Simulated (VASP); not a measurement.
A run of VASP 6.6.1:

INCAR

```
SYSTEM = ZnS
PREC = Accurate
ENCUT = 520
EDIFF = 1E-6
ISMEAR = -1
SIGMA = 0.05
LREAL = .False.
LASPH = .True.
NELM = 100
ALGO = Normal
ISIF = 2
LWAVE = .False.
LCHARG = .True.
GGA = PE
LELF = .True.
LVHAR = .True.
NBANDS = 16
```

KPOINTS

```
regular mesh
0
Gamma
  15 15 15
  0 0 0
```

POSCAR

```
ZnS
1.0
    0.0000000000      2.5302844416      2.5302844416
    2.5302844416      0.0000000000      2.5302844416
    2.5302844416      2.5302844416      0.0000000000
Zn S
1 1
Direct
    0.0000000000      0.0000000000      0.0000000000
    0.5000000000      0.5000000000      0.5000000000
```

Potentials or basis: VASP PAW PBE potentials, release 64 (Zn, S).

Launch:

```sh
$ cat potpaw_PBE.64/Zn/POTCAR potpaw_PBE.64/S/POTCAR > POTCAR
$ mpirun -np 1 vasp_std > vasp.out
```

Hardware: 1 thread of Intel(R) Xeon(R) 6975P-C (Granite Rapids) (shared host).

Q: How long does it take, and how much memory?

A: It took 32 s on 1 thread of Intel(R) Xeon(R) 6975P-C (Granite Rapids) (shared host), peak memory 0.19 GiB. Counts: scf iterations 12, k points 120.
